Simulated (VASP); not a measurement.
# Si8C7 (a cell with a defect) in VASP: a series of runs

The runs below take Si8C7 (a cell with a defect) through single point, with PBE.

Program: VASP 6.6.1. These are calculated values, not measurements. Logs are shortened: lines on timing, memory, paths and dates and some standing lists are left out, and cuts for length are marked.

### 1 The cell of the first run

The cell holds a defect, 15 atoms: a = 6.193 Å, b = 6.193 Å, c = 6.193 Å, α = 60.00°, β = 60.00°, γ = 60.00°.

### 2 Single point, PBE

INCAR

```
SYSTEM = Si8C7
ALGO     = Normal         ! electronic algorithm
EDIFF    = 1E-6           ! SCF threshold, eV
ENCUT    = 520            ! plane-wave cutoff, eV
GGA      = PE             ! functional
ISIF     = 2              ! what is computed and relaxed
ISMEAR   = 0              ! smearing method
LASPH    = .TRUE.         ! aspherical terms in the spheres
LCHARG   = .FALSE.        ! write CHGCAR
LREAL    = Auto         
LWAVE    = .FALSE.        ! write WAVECAR
NBANDS   = 43             ! bands
NELECT   = 56.0         
NELM     = 100            ! most SCF steps
PREC     = Accurate       ! precision mode
SIGMA    = 0.05           ! smearing width, eV
```

KPOINTS

```
k-points
0
G
  6 6 6
  0 0 0
```

POSCAR

```
Si8C7
1.0
   -4.3794502696     -4.3794502696      0.0000000000
    0.0000000000     -4.3794502696      4.3794502696
   -4.3794502696      0.0000000000      4.3794502696
Si C
8 7
Direct
    0.5000000000      0.5000000000      0.0000000000
    0.0000000000      0.5000000000      0.0000000000
    0.5000000000      0.0000000000      0.0000000000
    0.0000000000      0.0000000000      0.0000000000
    0.5000000000      0.5000000000      0.5000000000
    0.0000000000      0.5000000000      0.5000000000
    0.5000000000      0.0000000000      0.5000000000
    0.0000000000      0.0000000000      0.5000000000
    0.8750000000      0.3144524366      0.4355475634
    0.3750000000      0.8750000000      0.3750000000
    0.8750000000      0.8750000000      0.3750000000
    0.3750000000      0.3750000000      0.8750000000
    0.8750000000      0.3750000000      0.8750000000
    0.3750000000      0.8750000000      0.8750000000
    0.8750000000      0.8750000000      0.8750000000
```

Potentials or basis: VASP PAW PBE potentials, release 64 (Si, C).

Started as:

```console
$ cat potpaw_PBE.64/Si/POTCAR potpaw_PBE.64/C/POTCAR > POTCAR
$ mpirun -np 1 vasp_std > vasp.out
```

OUTCAR:

```text
SYSTEM = Si8C7
   EDIFF = 1E-6
   ENCUT = 520
   GGA = PE
   ISIF = 2
   ISMEAR = 0
   LASPH = .TRUE.
   LREAL = Auto
   NELECT = 56.0
   NELM = 100
   PREC = Accurate

 ion  position               nearest neighbor table
   1  0.500  0.500  0.000-  12 1.90  13 1.90  14 1.90   2 3.10   3 3.10   5 3.10   5 3.10   6 3.10
                             7 3.10   3 3.10   4 3.10   7 3.10   2 3.10   4 3.10   6 3.10
   2  0.000  0.500  0.000-  13 1.90  12 1.90  15 1.90   9 2.21   4 3.10   6 3.10   1 3.10   5 3.10
                             6 3.10   8 3.10   3 3.10   4 3.10   8 3.10   1 3.10   3 3.10   5 3.10
   3  0.500  0.000  0.000-  14 1.90  12 1.90  10 1.90  15 1.90   4 3.10   7 3.10   1 3.10   5 3.10
                             7 3.10   8 3.10   1 3.10   2 3.10   5 3.10   2 3.10   4 3.10   8 3.10
   4  0.000  0.000  0.000-  15 1.90  13 1.90  14 1.90  11 1.90   3 3.10   8 3.10   2 3.10   6 3.10
                             7 3.10   8 3.10   1 3.10   2 3.10   6 3.10   1 3.10   3 3.10   7 3.10
   5  0.500  0.500  0.500-  10 1.90  12 1.90   9 1.93   1 3.10   6 3.10   7 3.10   1 3.10   2 3.10
                             3 3.10   3 3.10   7 3.10   8 3.10   2 3.10   6 3.10   8 3.10
   6  0.000  0.500  0.500-  11 1.90  13 1.90   9 1.93   2 3.10   5 3.10   8 3.10   1 3.10   2 3.10
                             4 3.10   4 3.10   7 3.10   8 3.10   1 3.10   5 3.10   7 3.10
   7  0.500  0.000  0.500-  10 1.90  11 1.90  14 1.90   3 3.10   5 3.10   8 3.10   1 3.10   3 3.10
                             4 3.10   1 3.10   5 3.10   6 3.10   4 3.10   6 3.10   8 3.10
   8  0.000  0.000  0.500-   9 1.60  11 1.90  10 1.90  15 1.90   6 3.10   7 3.10   4 3.10   2 3.10
                             3 3.10   4 3.10   2 3.10   5 3.10   6 3.10   3 3.10   5 3.10   7 3.10
   9  0.875  0.314  0.436-   8 1.60   6 1.93   5 1.93   2 2.21
  10  0.375  0.875  0.375-   7 1.90   5 1.90   3 1.90   8 1.90
  11  0.875  0.875  0.375-   8 1.90   6 1.90   7 1.90   4 1.90
  12  0.375  0.375  0.875-   1 1.90   2 1.90   3 1.90   5 1.90
  13  0.875  0.375  0.875-   2 1.90   1 1.90   4 1.90   6 1.90
  14  0.375  0.875  0.875-   3 1.90   1 1.90   4 1.90   7 1.90
  15  0.875  0.875  0.875-   4 1.90   3 1.90   2 1.90   8 1.90

  LATTYP: Found a face centered cubic cell.
 ALAT       =     8.7589005392

  Lattice vectors:

 A1 = (  -4.3794502696,  -4.3794502696,   0.0000000000)
 A2 = (   0.0000000000,  -4.3794502696,   4.3794502696)
 A3 = (  -4.3794502696,   0.0000000000,   4.3794502696)

Analysis of symmetry for initial positions (statically):
=====================================================================
 Subroutine PRICEL returns:
 Original cell was already a primitive cell.

 Routine SETGRP: Setting up the symmetry group for a
 face centered cubic supercell.

 Subroutine GETGRP returns: Found  2 space group operations
 (whereof  1 operations were pure point group operations)
 out of a pool of 48 trial point group operations.

The static configuration has the point symmetry C_1 .
 The point group associated with its full space group is C_1h.

Analysis of symmetry for dynamics (positions and initial velocities):
=====================================================================
 Subroutine PRICEL returns:
 Original cell was already a primitive cell.

 Routine SETGRP: Setting up the symmetry group for a
 face centered cubic supercell.

 Subroutine GETGRP returns: Found  2 space group operations
 (whereof  1 operations were pure point group operations)
 out of a pool of 48 trial point group operations.

The dynamic configuration has the point symmetry C_1 .
 The point group associated with its full space group is C_1h.

 Subroutine INISYM returns: Found  2 space group operations
 (whereof  1 operations are pure point group operations),
 and found     1 'primitive' translations

----------------------------------------------------------------------------------------

                                     Primitive cell

  volume of cell :     167.9921

  direct lattice vectors                    reciprocal lattice vectors
    -4.379450270 -4.379450270  0.000000000    -0.114169580 -0.114169580 -0.114169580
     0.000000000 -4.379450270  4.379450270     0.114169580 -0.114169580  0.114169580
    -4.379450270  0.000000000  4.379450270    -0.114169580  0.114169580  0.114169580

  length of vectors
     6.193477967  6.193477967  6.193477967     0.197747514  0.197747514  0.197747514

  position of ions in fractional coordinates (direct lattice)
     0.500000000  0.500000000  0.000000000
     0.000000000  0.500000000  0.000000000
     0.500000000  0.000000000  0.000000000
[... 48 lines left out ...]

  Shift w.r.t. Gamma in fractional coordinates (k-lattice)
     0.000000000  0.000000000  0.000000000

 Subroutine IBZKPT returns following result:
 ===========================================

 Found     68 irreducible k-points:

 Following reciprocal coordinates:
            Coordinates               Weight
  0.000000  0.000000  0.000000      1.000000
  0.166667  0.000000  0.000000      4.000000
  0.000000  0.166667  0.000000      2.000000
  0.000000  0.000000  0.166667      2.000000
  0.333333  0.000000  0.000000      4.000000
  0.000000  0.333333  0.000000      2.000000
[... 16 lines left out ...]
  0.166667  0.500000  0.000000      4.000000
  0.333333 -0.166667 -0.166667      4.000000
 [... further k-points ...]
   k-points           NKPTS =     68   k-points in BZ     NKDIM =     68   number of bands    NBANDS=     43
   number of dos      NEDOS =    301   number of ions     NIONS =     15
   total plane-waves  NPLWV = 110592
   dimension x,y,z NGX =    48 NGY =   48 NGZ =   48
   dimension x,y,z NGXF=    96 NGYF=   96 NGZF=   96
   ions per type =               8   7
   NGX,Y,Z   is equivalent  to a cutoff of  12.88, 12.88, 12.88 a.u.
   NGXF,Y,Z  is equivalent  to a cutoff of  25.77, 25.77, 25.77 a.u.
 SYSTEM =  Si8C7
   PREC   = accura    normal or accurate (medium, high low for compatibility)
   ISTART =      0    job   : 0-new  1-cont  2-samecut
   ICHARG =      2    charge: 1-file 2-atom 10-const
   ISPIN  =      1    spin polarized calculation?
   LNONCOLLINEAR =      F non collinear calculations
   LSORBIT =      F    spin-orbit coupling
   LASPH  =      T    aspherical Exc in radial PAW
   ENCUT  =  520.0 eV  38.22 Ry    6.18 a.u.  11.52 11.52 11.52*2*pi/ulx,y,z
   NELM   =    100;   NELMIN=  2; NELMDL= -5     # of ELM steps
   EDIFF  = 0.1E-05   stopping-criterion for ELM
   LREAL  =      T    real-space projection
   EDIFFG = 0.1E-04   stopping-criterion for IOM
   NSW    =      0    number of steps for IOM
[... 5 lines left out ...]
   TEBEG  =    0.0;   TEEND  =   0.0 temperature during run
   PSTRESS=    0.0 pullay stress
   NELECT =      56.0000    total number of electrons
   NUPDOWN=      -1.0000    fix difference up-down
   EMIN   =  10.00;   EMAX   =-10.00  energy-range for DOS
   EFERMI =   0.00;   METHOD = LEGACY
   ISMEAR =     0;   SIGMA  =   0.05  broadening in eV -4-tet -1-fermi 0-gaus
   EFERMI_NEDOS =   21; number of points for ismear=-14 and -15
   IALGO  =     38    algorithm
   IMIX   =      4    mixing-type and parameters
     AMIX     =   0.40;   BMIX     =  1.00
     AMIX_MAG =   1.60;   BMIX_MAG =  1.00
  volume/ion in A,a.u.               =      11.20        75.58
  Fermi-wavevector in a.u.,A,eV,Ry     =   1.135119  2.145063 17.531029  1.288494
  Thomas-Fermi vector in A             =   2.271823
   LORBIT       =      0    0 simple, 1 ext, 2 COOP (PROOUT), +10 PAW based schemes
   GGA     = PE    functional components
   LHFCALC =     F    Hartree Fock is set to
   AEXX    =    0.0000 exact exchange contribution
   IVDW    =     0    specifies the selected vdW correction
   LEPSILON=     F    determine dielectric tensor
   LRPA    =     F    only Hartree local field effects (RPA)
 non-spin polarized calculation
 Gauss-broadening in eV      SIGMA  =   0.05
  energy-cutoff  :      520.00
  volume of cell :      167.99
 maximum number of plane-waves:      4573
 NGX is ok and might be reduce to    48
   NGX = 23   NGY = 23   NGZ = 23

 number of electron      56.0000008 magnetization

 Free energy of the ion-electron system (eV)
  ---------------------------------------------------
  ext. energy  EPLUGINS =         0.00000000
  ---------------------------------------------------
  free energy    TOTEN  =      -136.81918311 eV

  energy without entropy =     -136.81237995  energy(sigma->0) =     -136.81578153

 E-fermi :   6.7159     XC(G=0): -10.8166

 val. band max:        6.7129620399   @ k =   0.0000   0.5000   0.1667
 cond. band min:       6.7238985242   @ k =  -0.1667   0.1667   0.0000
 fundamental gap:      0.0109364843
 Fermi energy:         6.7159206449

 k-point     1 :       0.0000    0.0000    0.0000
  band No.  band energies     occupation
      1      -7.3597      2.00000
      2      -4.3579      2.00000
      3      -4.1326      2.00000
      4      -4.1129      2.00000
      5      -3.4923      2.00000
      6      -2.8982      2.00000
[... 1021 lines left out ...]
     39      13.4511      0.00000
     40      14.4347      0.00000

 [... further k-points ...]

 [bands above 40 left out]

------------------------ aborting loop because EDIFF is reached ----------------------------------------

  FORCE on cell =-STRESS in cart. coord.  units (eV):
  Direction    XX          YY          ZZ          XY          YZ          ZX
  --------------------------------------------------------------------------------------
  -------------------------------------------------------------------------------------
  Total      -45.1361397    -45.1361397    -43.0251898     -2.6494503     -4.2830351      4.2830359
  in kB     -430.4732832   -430.4732832   -410.3406902    -25.2683901    -40.8482472     40.8482543
  external PRESSURE =    -423.7624189 kB  Pullay stress =       0.0000000 kB

 VOLUME and BASIS-vectors are now :
 -----------------------------------------------------------------------------
  energy-cutoff  :      520.00
  volume of cell :      167.99
      direct lattice vectors                 reciprocal lattice vectors
    -4.379450270 -4.379450270  0.000000000    -0.114169580 -0.114169580 -0.114169580
     0.000000000 -4.379450270  4.379450270     0.114169580 -0.114169580  0.114169580
    -4.379450270  0.000000000  4.379450270    -0.114169580  0.114169580  0.114169580

 POSITION                                       TOTAL-FORCE (eV/Angst)
 -----------------------------------------------------------------------------------
     -2.18973     -4.37945      2.18973         1.032446     -1.032446     -0.983479
      0.00000     -2.18973      2.18973        -0.232075      0.232075     -0.271018
     -2.18973     -2.18973      0.00000         0.256461      0.153327      0.286958
      0.00000      0.00000      0.00000        -0.153327     -0.256461      0.286958
     -4.37945     -4.37945      4.37945        -1.178964     -0.824791      0.873090
     -2.18973     -2.18973      4.37945         0.824791      1.178964      0.873090
     -4.37945     -2.18973      2.18973        -1.125783      1.125783     -1.052051
     -2.18973      0.00000      2.18973        -3.689165      3.689165     -5.653510
     -5.73948     -5.20915      3.28459         6.023472     -6.023472      5.086386
     -3.28459     -5.47431      5.47431         0.072328     -0.082375     -0.469702
     -5.47431     -7.66404      5.47431         0.082375     -0.072328     -0.469702
     -5.47431     -3.28459      5.47431        -0.247529      0.856112      0.388690
     -7.66404     -5.47431      5.47431        -0.856112      0.247529      0.388690
     -5.47431     -5.47431      7.66404         0.060990     -0.060990      0.388837
     -7.66404     -7.66404      7.66404        -0.869907      0.869907      0.326764
 -----------------------------------------------------------------------------------
    total drift:                                0.006401     -0.006399      0.001537

  FREE ENERGIE OF THE ION-ELECTRON SYSTEM (eV)
  ---------------------------------------------------
  free  energy   TOTEN  =      -136.8191831055 eV

  energy  without entropy=     -136.8123799501  energy(sigma->0) =     -136.81578153
```

It took 30 min on 1 thread of Intel Xeon 8259CL, shared host; peak memory 0.49 GiB.

Results:

```
Free energy   : -136.8192 eV
Largest force : 9.921 eV/Å
```

Forces in eV/Å, atoms in the order of the input:
```
Si   1.032 -1.032 -0.983
Si  -0.232  0.232 -0.271
Si   0.256  0.153  0.287
Si  -0.153 -0.256  0.287
Si  -1.179 -0.825  0.873
Si   0.825  1.179  0.873
Si  -1.126  1.126 -1.052
Si  -3.689  3.689 -5.654
C    6.023 -6.023  5.086
C    0.072 -0.082 -0.470
C    0.082 -0.072 -0.470
C   -0.248  0.856  0.389
C   -0.856  0.248  0.389
C    0.061 -0.061  0.389
C   -0.870  0.870  0.327
```

Levels at points of the mesh, in eV from the Fermi level:
```
           k point  band 25  band 26  band 27  band 28  band 29  band 30  band 31  band 32
(0.00, 0.00, 0.00)    -0.17    -0.03     0.41     0.51     0.78     2.52     2.61     3.35
(0.50, 0.00, 0.00)    -1.12    -0.54    -0.51    -0.02     0.48     0.81     3.63     3.66
(0.00, 0.50, 0.00)    -1.15    -0.60    -0.10     0.27     0.32     0.82     3.47     3.64
(0.00, 0.00, 0.50)    -1.21    -1.09    -0.50     0.24     0.27     0.78     3.19     3.69
(0.50, 0.50, 0.00)    -0.67    -0.66    -0.46    -0.32    -0.03     0.53     3.13     3.14
(0.00, 0.50, 0.50)    -0.64    -0.48    -0.33    -0.30    -0.29     0.53     2.99     3.10
```

Caveat: the cell carries a net charge on a neutralising background, which shifts energy and pressure; the cell differs from its parent crystal (atoms taken out, atom 9 moved 0.000 of the way to it and -0.375 Å across, host rigid); the cell is charged against a uniform background, so pressure and absolute levels hang on convention.

### 3 Single point, PBE

INCAR

```
ALGO = Normal
EDIFF = 1E-7
ENCUT = 520
GGA = PE
ISIF = 2
ISMEAR = 0
LASPH = T
LCHARG = T
LELF = T
LREAL = Auto
LVHAR = T
LWAVE = F
NBANDS = 43
NELECT = 56.0
NELM = 100
PREC = Accurate
SIGMA = 0.05
```

KPOINTS

```
k-points
0
Gamma
  6 6 6
```

Changes to POSCAR since step 2:

```diff
@@ -16,3 +16,3 @@
     0.0000000000      0.0000000000      0.5000000000
-    0.8750000000      0.3144524366      0.4355475634
+    0.9375000000      0.3548174789      0.3951825211
     0.3750000000      0.8750000000      0.3750000000
```

Potentials or basis: VASP PAW PBE potentials, release 64 (Si, C).

Started as:

```console
$ cat potpaw_PBE.64/Si/POTCAR potpaw_PBE.64/C/POTCAR > POTCAR
$ mpirun -np 1 vasp_std > vasp.out
```

Run time: 16 min. Hardware: 1 thread of Intel Xeon Platinum 8488C (Sapphire Rapids), shared host; peak memory 0.62 GiB.

The run converged. Its results:

```
Free energy   : -136.7725 eV
Largest force : 9.483 eV/Å
```

Forces in eV/Å, atoms in the order of the input:
```
Si   0.838 -1.286 -1.047
Si  -0.597  0.147  0.167
Si   0.184  0.199  0.239
Si  -0.101 -0.207  0.152
Si  -1.269 -1.210  0.701
Si  -2.433 -3.184  6.334
Si  -1.275  0.916 -1.058
Si  -0.425  0.170 -0.580
C    6.429  4.534 -5.296
C    0.017 -0.175 -0.620
C    0.008 -0.654  0.278
C   -0.213  0.296 -0.301
C   -0.921  0.125  0.586
C    0.089  0.030  0.377
C   -0.331  0.298  0.067
```

Levels at points of the mesh, in eV from the Fermi level:
```
           k point  band 25  band 26  band 27  band 28  band 29  band 30  band 31  band 32
(0.00, 0.00, 0.00)    -0.17     0.07     0.41     0.49     0.59     2.56     2.79     3.31
(0.50, 0.00, 0.00)    -1.01    -0.59    -0.56    -0.03     0.32     0.98     3.49     3.65
(0.00, 0.50, 0.00)    -1.05    -0.65    -0.34     0.26     0.28     0.79     3.39     3.96
(0.00, 0.00, 0.50)    -1.12    -0.81    -0.43     0.26     0.27     0.78     3.39     3.83
(0.50, 0.50, 0.50)    -0.92    -0.52    -0.52     0.16     0.21     0.84     3.52     3.66
(0.50, 0.50, 0.00)    -0.68    -0.64    -0.53    -0.29     0.00     0.64     2.94     3.16
(0.00, 0.50, 0.50)    -0.76    -0.62    -0.34    -0.33    -0.17     0.45     3.14     3.33
(0.50, 0.00, 0.50)    -0.68    -0.64    -0.55    -0.30     0.00     0.64     2.94     3.16
```

Caveat: the cell carries a net charge on a neutralising background, which shifts energy and pressure; the cell differs from its parent crystal (atoms taken out, atom 9 moved -0.125 of the way to it and -0.125 Å across, host rigid); the cell is charged against a uniform background, so pressure and absolute levels hang on convention.
